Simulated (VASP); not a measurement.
# GaAs (P4/mmm) in VASP: a series of runs

GaAs is run at these levels: PBE; tasks: single point, relaxation of cell and atoms.

Everything below comes from runs of VASP 6.6.1. Logs are shortened: lines on timing, memory, paths and dates and some standing lists are left out, and cuts for length are marked.

### Step 1. The cell of the first run

Symmetry: P4/mmm, No. 123, tetragonal system. The conventional cell has a = 3.810 Å, b = 3.810 Å, c = 2.739 Å, α = 90.00°, β = 90.00°, γ = 90.00°. Ga (site symmetry 4/mmm) has 4 As at 2.69 Å and 2 Ga at 2.74 Å within 3.6 Å. As (site symmetry 4/mmm) has 4 Ga at 2.69 Å and 2 As at 2.74 Å within 3.6 Å.

### Step 2. Single point, PBE

INCAR reads:

```
PREC = Accurate
ENCUT = 520
EDIFF = 1E-7
ISMEAR = 0
SIGMA = 0.1
LREAL = False
LASPH = True
NELM = 100
ALGO = Normal
ISIF = 2
LWAVE = False
LCHARG = False
GGA = PE
NBANDS = 16
```

KPOINTS reads:

```
Automatic mesh
0
Gamma
  14 14 20
```

POSCAR reads:

```
GaAs
1.0
    3.8101386562      0.0000000000      0.0000000000
    0.0000000000      3.8101386562      0.0000000000
    0.0000000000      0.0000000000      2.7389079234
Ga As
1 1
Direct
    0.5000000000      0.5000000000      0.5000000000
    0.0000000000      0.0000000000      0.5000000000
```

Potentials or basis: VASP PAW PBE potentials, release 64 (Ga_d, As).

Command:

```sh
$ cat potpaw_PBE.64/Ga_d/POTCAR potpaw_PBE.64/As/POTCAR > POTCAR
$ mpirun -np 1 vasp_std > vasp.out
```

OUTCAR:

```text
PREC = Accurate
   ENCUT = 520
   EDIFF = 1E-7
   ISMEAR = 0
   LREAL = False
   LASPH = True
   NELM = 100
   ISIF = 2
   GGA = PE

 ion  position               nearest neighbor table
   1  0.500  0.500  0.500-   2 2.69   2 2.69   2 2.69   2 2.69
   2  0.000  0.000  0.500-   1 2.69   1 2.69   1 2.69   1 2.69

  LATTYP: Found a simple tetragonal cell.
 ALAT       =     3.8101386562
 C/A-ratio  =     0.7188473099

  Lattice vectors:

 A1 = (   3.8101386562,   0.0000000000,   0.0000000000)
 A2 = (   0.0000000000,   3.8101386562,   0.0000000000)
 A3 = (   0.0000000000,   0.0000000000,   2.7389079234)

Analysis of symmetry for initial positions (statically):
=====================================================================
 Subroutine PRICEL returns:
 Original cell was already a primitive cell.

 Routine SETGRP: Setting up the symmetry group for a
 simple tetragonal supercell.

 Subroutine GETGRP returns: Found 16 space group operations
 (whereof 16 operations were pure point group operations)
 out of a pool of 16 trial point group operations.

The static configuration has the point symmetry D_4h.

Analysis of symmetry for dynamics (positions and initial velocities):
=====================================================================
 Subroutine PRICEL returns:
 Original cell was already a primitive cell.

 Routine SETGRP: Setting up the symmetry group for a
 simple tetragonal supercell.

 Subroutine GETGRP returns: Found 16 space group operations
 (whereof 16 operations were pure point group operations)
 out of a pool of 16 trial point group operations.

The dynamic configuration has the point symmetry D_4h.

 Subroutine INISYM returns: Found 16 space group operations
 (whereof 16 operations are pure point group operations),
 and found     1 'primitive' translations

----------------------------------------------------------------------------------------

                                     Primitive cell

  volume of cell :      39.7612

  direct lattice vectors                    reciprocal lattice vectors
     3.810138656  0.000000000  0.000000000     0.262457640  0.000000000  0.000000000
     0.000000000  3.810138656  0.000000000     0.000000000  0.262457640  0.000000000
     0.000000000  0.000000000  2.738907923     0.000000000  0.000000000  0.365109024

  length of vectors
     3.810138656  3.810138656  2.738907923     0.262457640  0.262457640  0.365109024

  position of ions in fractional coordinates (direct lattice)
     0.500000000  0.500000000  0.500000000
     0.000000000  0.000000000  0.500000000

  ion indices of the primitive-cell ions
   primitive index   ion index
                 1           1
                 2           2

----------------------------------------------------------------------------------------

 KPOINTS: Automatic mesh

Automatic generation of k-mesh.
 Grid dimensions read from file:
 generate k-points for:   14   14   20

 Generating k-lattice:

  Cartesian coordinates                     Fractional coordinates (reciprocal lattice)
     0.018746974  0.000000000  0.000000000     0.071428571  0.000000000  0.000000000
     0.000000000  0.018746974  0.000000000     0.000000000  0.071428571  0.000000000
     0.000000000  0.000000000  0.018255451     0.000000000  0.000000000  0.050000000

  Length of vectors
     0.018746974  0.018746974  0.018255451

  Shift w.r.t. Gamma in fractional coordinates (k-lattice)
     0.000000000  0.000000000  0.000000000

 Subroutine IBZKPT returns following result:
 ===========================================

 Found    396 irreducible k-points:

 Following reciprocal coordinates:
            Coordinates               Weight
  0.000000  0.000000  0.000000      1.000000
  0.071429  0.000000  0.000000      4.000000
  0.142857  0.000000  0.000000      4.000000
  0.214286  0.000000  0.000000      4.000000
  0.285714  0.000000  0.000000      4.000000
  0.357143  0.000000  0.000000      4.000000
[... 16 lines left out ...]
  0.285714  0.214286  0.000000      8.000000
  0.357143  0.214286  0.000000      8.000000
 [... further k-points ...]
   k-points           NKPTS =    396   k-points in BZ     NKDIM =    396   number of bands    NBANDS=     16
   number of dos      NEDOS =    301   number of ions     NIONS =      2
   total plane-waves  NPLWV =  15680
   dimension x,y,z NGX =    28 NGY =   28 NGZ =   20
   dimension x,y,z NGXF=    56 NGYF=   56 NGZF=   40
   ions per type =               1   1
   NGX,Y,Z   is equivalent  to a cutoff of  12.22, 12.22, 12.14 a.u.
   NGXF,Y,Z  is equivalent  to a cutoff of  24.43, 24.43, 24.28 a.u.
 SYSTEM =  unknown system
   PREC   = accura    normal or accurate (medium, high low for compatibility)
   ISTART =      0    job   : 0-new  1-cont  2-samecut
   ICHARG =      2    charge: 1-file 2-atom 10-const
   ISPIN  =      1    spin polarized calculation?
   LNONCOLLINEAR =      F non collinear calculations
   LSORBIT =      F    spin-orbit coupling
   LASPH  =      T    aspherical Exc in radial PAW
   ENCUT  =  520.0 eV  38.22 Ry    6.18 a.u.   7.08  7.08  5.09*2*pi/ulx,y,z
   NELM   =    100;   NELMIN=  2; NELMDL= -5     # of ELM steps
   EDIFF  = 0.1E-06   stopping-criterion for ELM
   LREAL  =      F    real-space projection
   EDIFFG = 0.1E-05   stopping-criterion for IOM
   NSW    =      0    number of steps for IOM
   IBRION =     -1    ionic relax: 0-MD 1-quasi-New 2-CG
   NFREE  =      0    steps in history (QN), initial steepest desc. (CG)
   ISIF   =      2    stress and relaxation
   ISYM   =      2    0-nonsym 1-usesym 2-fastsym
   POTIM  = 0.5000    time-step for ionic-motion
   TEBEG  =    0.0;   TEEND  =   0.0 temperature during run
   PSTRESS=    0.0 pullay stress
   NELECT =      18.0000    total number of electrons
   NUPDOWN=      -1.0000    fix difference up-down
   EMIN   =  10.00;   EMAX   =-10.00  energy-range for DOS
   EFERMI =   0.00;   METHOD = LEGACY
   ISMEAR =     0;   SIGMA  =   0.10  broadening in eV -4-tet -1-fermi 0-gaus
   EFERMI_NEDOS =   21; number of points for ismear=-14 and -15
   IALGO  =     38    algorithm
   IMIX   =      4    mixing-type and parameters
     AMIX     =   0.40;   BMIX     =  1.00
     AMIX_MAG =   1.60;   BMIX_MAG =  1.00
  volume/ion in A,a.u.               =      19.88       134.16
  Fermi-wavevector in a.u.,A,eV,Ry     =   1.257031  2.375444 21.498933  1.580127
  Thomas-Fermi vector in A             =   2.390710
   LORBIT       =      0    0 simple, 1 ext, 2 COOP (PROOUT), +10 PAW based schemes
   GGA     = PE    functional components
   LHFCALC =     F    Hartree Fock is set to
   AEXX    =    0.0000 exact exchange contribution
   IVDW    =     0    specifies the selected vdW correction
   LEPSILON=     F    determine dielectric tensor
   LRPA    =     F    only Hartree local field effects (RPA)
 non-spin polarized calculation
 Gauss-broadening in eV      SIGMA  =   0.10
  energy-cutoff  :      520.00
  volume of cell :       39.76
 maximum number of plane-waves:      1092
   NGX = 15   NGY = 15   NGZ = 11

 number of electron      18.0000026 magnetization

 Free energy of the ion-electron system (eV)
  ---------------------------------------------------
  ext. energy  EPLUGINS =         0.00000000
  ---------------------------------------------------
  free energy    TOTEN  =        -7.48575329 eV

  energy without entropy =       -7.48119553  energy(sigma->0) =       -7.48347441

 E-fermi :   5.2071     XC(G=0): -10.5391

 val. band max:        5.2034697182   @ k =   0.2143   0.0000   0.4000
 cond. band min:       5.2139464886   @ k =   0.5000   0.5000   0.4500
 fundamental gap:      0.0104767705
 Fermi energy:         5.2070502621

 k-point     1 :       0.0000    0.0000    0.0000
  band No.  band energies     occupation
      1      -9.7901      2.00000
      2      -9.5450      2.00000
      3      -9.5412      2.00000
      4      -9.4172      2.00000
      5      -9.4172      2.00000
      6      -8.0876      2.00000
[... 8 lines left out ...]
     15      15.6116      0.00000
     16      17.9137      0.00000

 k-point     2 :       0.0714    0.0000    0.0000
  band No.  band energies     occupation
      1      -9.7878      2.00000
      2      -9.5438      2.00000
      3      -9.5430      2.00000
      4      -9.4176      2.00000
      5      -9.4172      2.00000
      6      -8.0502      2.00000
[... 8 lines left out ...]
     15      16.2194      0.00000
     16      18.1284      0.00000

 k-point     3 :       0.1429    0.0000    0.0000
  band No.  band energies     occupation
      1      -9.7816      2.00000
      2      -9.5481      2.00000
      3      -9.5402      2.00000
      4      -9.4184      2.00000
      5      -9.4172      2.00000
      6      -7.9394      2.00000
[... 8 lines left out ...]
     15      17.5069      0.00000
     16      17.8077      0.00000

 k-point     4 :       0.2143    0.0000    0.0000
  band No.  band energies     occupation
      1      -9.7735      2.00000
      2      -9.5555      2.00000
      3      -9.5350      2.00000
      4      -9.4197      2.00000
      5      -9.4171      2.00000
      6      -7.7615      2.00000
[... 8 lines left out ...]
     15      17.3600      0.00000
     16      19.0434      0.00000

 k-point     5 :       0.2857    0.0000    0.0000
  band No.  band energies     occupation
      1      -9.7653      2.00000
      2      -9.5636      2.00000
      3      -9.5293      2.00000
      4      -9.4212      2.00000
      5      -9.4169      2.00000
      6      -7.5318      2.00000
[... 8 lines left out ...]
     15      16.8766      0.00000
     16      20.7092      0.00000

 k-point     6 :       0.3571    0.0000    0.0000
  band No.  band energies     occupation
      1      -9.7587      2.00000
      2      -9.5708      2.00000
      3      -9.5241      2.00000
      4      -9.4224      2.00000
      5      -9.4168      2.00000
      6      -7.2826      2.00000
[... 8 lines left out ...]
     15      16.4453      0.00000
     16      20.1380      0.00000

 k-point     7 :       0.4286    0.0000    0.0000
  band No.  band energies     occupation
      1      -9.7544      2.00000
      2      -9.5759      2.00000
      3      -9.5205      2.00000
      4      -9.4233      2.00000
      5      -9.4168      2.00000
      6      -7.0740      2.00000
[... 8 lines left out ...]
     15      16.5014      0.00000
     16      19.1622      0.00000

 k-point     8 :       0.5000    0.0000    0.0000
  band No.  band energies     occupation
      1      -9.7529      2.00000
      2      -9.5777      2.00000
      3      -9.5193      2.00000
      4      -9.4236      2.00000
      5      -9.4168      2.00000
      6      -6.9892      2.00000
[... 8 lines left out ...]
     15      17.1187      0.00000
     16      17.9064      0.00000

 k-point     9 :       0.0714    0.0714    0.0000
  band No.  band energies     occupation
      1      -9.7856      2.00000
      2      -9.5452      2.00000
      3      -9.5425      2.00000
      4      -9.4176      2.00000
      5      -9.4175      2.00000
      6      -8.0122      2.00000
[... 8 lines left out ...]
     15      16.4404      0.00000
     16      18.0265      0.00000
[... 172 lines left out ...]
 k-point    19 :       0.3571    0.1429    0.0000
  band No.  band energies     occupation
      1      -9.7561      2.00000
      2      -9.5998      2.00000
      3      -9.5178      2.00000
      4      -9.4222      2.00000
      5      -9.4179      2.00000
      6      -7.1158      2.00000
[... 8 lines left out ...]
     15      16.5466      0.00000
     16      20.1058      0.00000

 k-point    20 :       0.4286    0.1429    0.0000
  band No.  band energies     occupation
      1      -9.7522      2.00000
      2      -9.6080      2.00000
      3      -9.5140      2.00000
      4      -9.4231      2.00000
      5      -9.4178      2.00000
      6      -6.9079      2.00000
[... 8 lines left out ...]
     15      16.6647      0.00000
     16      19.3382      0.00000

 k-point    21 :       0.5000    0.1429    0.0000
  band No.  band energies     occupation
      1      -9.7508      2.00000
      2      -9.6109      2.00000
      3      -9.5127      2.00000
      4      -9.4234      2.00000
      5      -9.4178      2.00000
      6      -6.8240      2.00000
[... 8 lines left out ...]
     15      17.4004      0.00000
     16      18.1071      0.00000

 k-point    22 :       0.2143    0.2143    0.0000
  band No.  band energies     occupation
      1      -9.7637      2.00000
      2      -9.5922      2.00000
      3      -9.5236      2.00000
      4      -9.4196      2.00000
      5      -9.4192      2.00000
      6      -7.4129      2.00000
[... 8 lines left out ...]
     15      17.0925      0.00000
     16      17.5816      0.00000

 k-point    23 :       0.2857    0.2143    0.0000
  band No.  band energies     occupation
      1      -9.7583      2.00000
      2      -9.6116      2.00000
      3      -9.5170      2.00000
      4      -9.4208      2.00000
      5      -9.4192      2.00000
      6      -7.1760      2.00000
[... 8 lines left out ...]
     15      16.8811      0.00000
     16      18.2337      0.00000

 k-point    24 :       0.3571    0.2143    0.0000
  band No.  band energies     occupation
      1      -9.7534      2.00000
      2      -9.6284      2.00000
      3      -9.5111      2.00000
      4      -9.4220      2.00000
      5      -9.4190      2.00000
      6      -6.9253      2.00000
[... 8 lines left out ...]
     15      16.6560      0.00000
     16      19.3718      0.00000

 [... further k-points ...]
[... 5 lines left out ...]
  --------------------------------------------------------------------------------------
  -------------------------------------------------------------------------------------
  Total        0.0436649      0.0436649      0.0325372      0.0000000      0.0000000      0.0000000
  in kB        1.7594791      1.7594791      1.3110871      0.0000000      0.0000000      0.0000000
  external PRESSURE =       1.6100151 kB  Pullay stress =       0.0000000 kB

 VOLUME and BASIS-vectors are now :
 -----------------------------------------------------------------------------
  energy-cutoff  :      520.00
  volume of cell :       39.76
      direct lattice vectors                 reciprocal lattice vectors
     3.810138656  0.000000000  0.000000000     0.262457640  0.000000000  0.000000000
     0.000000000  3.810138656  0.000000000     0.000000000  0.262457640  0.000000000
     0.000000000  0.000000000  2.738907923     0.000000000  0.000000000  0.365109024

 POSITION                                       TOTAL-FORCE (eV/Angst)
 -----------------------------------------------------------------------------------
      1.90507      1.90507      1.36945         0.000000      0.000000      0.000000
      0.00000      0.00000      1.36945         0.000000      0.000000      0.000000
 -----------------------------------------------------------------------------------
    total drift:                                0.000000      0.000000      0.000000

  FREE ENERGIE OF THE ION-ELECTRON SYSTEM (eV)
  ---------------------------------------------------
  free  energy   TOTEN  =        -7.4857532949 eV

  energy  without entropy=       -7.4811955301  energy(sigma->0) =       -7.48347441
```

Wall time 66 s (1 thread of Intel Xeon 6975P-C (Granite Rapids), shared host); peak memory 0.35 GiB.

What came out:

| Quantity | Value |
| --- | --- |
| Free energy | -7.4858 eV |
| Pressure | 0.2 GPa |
| Band gap on the k mesh | zero (band 9 reaches 7.08 eV, above the bottom of band 10 at 2.24 eV) |

### Step 3. Relaxation of cell and atoms, PBE

INCAR reads:

```
PREC = Accurate
ENCUT = 600
EDIFF = 1E-6
ISMEAR = 0
SIGMA = 0.1
LREAL = False
LASPH = True
NELM = 100
ALGO = Normal
ISIF = 3
LWAVE = False
LCHARG = False
GGA = PE
IBRION = 2
NSW = 100
EDIFFG = -0.01
```

KPOINTS reads:

```
regular mesh
0
Gamma
  14 14 20
```

POSCAR reads:

```
GaAs
1.0
    3.8466458270      0.0000000000      0.0000000000
    0.0000000000      3.8466458270      0.0000000000
    0.0000000000      0.0000000000      2.6887709682
Ga As
1 1
Direct
    0.5000000000      0.5000000000      0.5000000000
    0.0000000000      0.0000000000      0.5000000000
```

Potentials or basis: VASP PAW PBE potentials, release 64 (Ga_d, As).

Command:

```sh
$ cat potpaw_PBE.64/Ga_d/POTCAR potpaw_PBE.64/As/POTCAR > POTCAR
$ mpirun -np 1 vasp_std > vasp.out
```

It took 2.2 min on 1 thread of Intel Xeon 6975P-C (Granite Rapids), shared host; peak memory 0.4 GiB.

It converged, with:

* Free energy: -7.4856 eV
* Relaxed volume: 19.93 Å³/atom
* Relaxed cell: a = 3.814 Å, b = 3.814 Å, c = 2.740 Å, α = 90.00°, β = 90.00°, γ = 90.00°
* Space group after relaxing (to 0.05 Å): P4/mmm (No. 123)
* Energy gained by relaxing: 3.7 meV/atom
* Ionic steps: 3
* Pressure after relaxing: 0.0 GPa
* Band gap on the k mesh: zero (band 9 reaches 7.04 eV, above the bottom of band 10 at 2.22 eV)

The path:
| step | energy change (eV) | largest force (eV/Å) | pressure (GPa) | volume (Å³) |
| --- | --- | --- | --- | --- |
| 1 | 0.0000 | 0.0000 | 0.09 | 39.78 |
| 2 | -0.0068 | 0.0000 | 0.11 | 39.84 |
| 3 | -0.0074 | 0.0000 | 0.00 | 39.86 |

Final structure:
```xyz
2
Lattice="3.8143 0.0000 0.0000 0.0000 3.8143 0.0000 0.0000 0.0000 2.7399" Properties=species:S:1:pos:R:3 pbc="T T T"
Ga    1.9072    1.9072    1.3700
As    0.0000    0.0000    1.3700
```

Levels at points of the mesh, in eV from the Fermi level:
```tsv
k point	band 6	band 7	band 8	band 9	band 10	band 11	band 12	band 13
(0.00, 0.00, 0.00)	-13.28	-4.27	-2.61	-2.61	3.59	5.21	7.23	7.23
(0.50, 0.00, 0.00)	-12.18	-8.55	-0.90	1.49	1.58	1.88	6.00	10.83
(0.50, 0.50, 0.00)	-11.17	-6.35	-5.50	-5.50	6.33	9.53	9.53	11.99
(0.00, 0.00, 0.50)	-9.98	-5.74	-0.08	-0.08	0.27	0.96	7.12	7.12
(0.50, 0.00, 0.50)	-9.10	-4.87	-4.44	-1.78	1.44	4.97	5.14	5.38
(0.50, 0.50, 0.50)	-8.14	-3.93	-2.70	-2.70	-2.00	-0.58	3.46	3.46
```
